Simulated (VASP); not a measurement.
KI, 2 atoms in the cell. The structure is tetragonal, space group I4mm (No. 107). The conventional cell has a = 5.073 Å, b = 5.073 Å, c = 7.175 Å, α = 90.00°, β = 90.00°, γ = 90.00°. K (site symmetry 4mm) has 5 I at 2.92 to 3.65 Å within 3.8 Å. Within 3.8 Å of I (site symmetry 4mm) lie 5 K at 2.92 to 3.65 Å. 

| Item | Value |
| --- | --- |
| Program | VASP 6.6.1 |
| Task | single point |
| Functional | PBE |
| Potentials or basis | VASP PAW PBE potentials, release 64 (K_sv, I) |
| Cutoff | 520 eV |
| k mesh | 6 × 6 × 6 |
| Occupations | gaussian, width 0.05 eV |
| Spin | no spin polarisation |
| Dipole correction | no |
| Further INCAR settings | ALGO = Normal; EDIFF = 1e-07; NBANDS = 15 |

Potentials or basis: VASP PAW PBE potentials, release 64 (K_sv, I).

Launch:

```console
$ cat potpaw_PBE.64/K_sv/POTCAR potpaw_PBE.64/I/POTCAR > POTCAR
$ mpirun -np 1 vasp_std > vasp.out
```

Hardware: 1 thread of Intel Xeon 8259CL, on a shared host.

Estimate the wall time of this run.

It took 69 s on 1 thread of Intel Xeon 8259CL (shared host), peak memory 0.25 GiB. Counts: scf iterations 14, k points 30.
